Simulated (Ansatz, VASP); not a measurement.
**SiO2: VASP beside Ansatz**

```
CELL_PARAMETERS angstrom
4.10019 0.00000 0.00000
0.00000 4.10019 0.00000
0.00000 0.00000 2.52612
ATOMIC_POSITIONS crystal
Si 0.50000 0.50000 0.50000
Si 0.00000 0.00000 0.00000
O 0.69301 0.69301 0.00000
O 0.19301 0.80699 0.50000
O 0.30699 0.30699 0.00000
O 0.80699 0.19301 0.50000
```

Alike in both runs: task single point; functional PBE; k mesh 6 × 6 × 10; occupations gaussian, width 0.05 eV; no spin polarisation.

|  | VASP | Ansatz |
| --- | --- | --- |
| version | VASP 6.6.1 | Ansatz 0.2.0 |
| potentials or method | VASP PAW PBE potentials, release 64 (Si, O), cutoff 520 eV | scalar-relativistic, plane waves, PAW |
| valence electrons in the cell | 32 | 32 |

|  | VASP | Ansatz | Ansatz less VASP |
| --- | --- | --- | --- |
| gap on the k mesh at the Fermi level (eV) | 7.52 | 7.53 | +0.014 |
| least direct gap on the mesh (eV) | 7.52 | 7.53 | +0.014 |
| rms of the force components (eV/Å) | 0.484 | 0.465 | -0.0188 |

Atom by atom the forces differ by 0.019 eV/Å (rms over components). With one functional, cell and mesh, what is left measures potentials, basis and numerics.
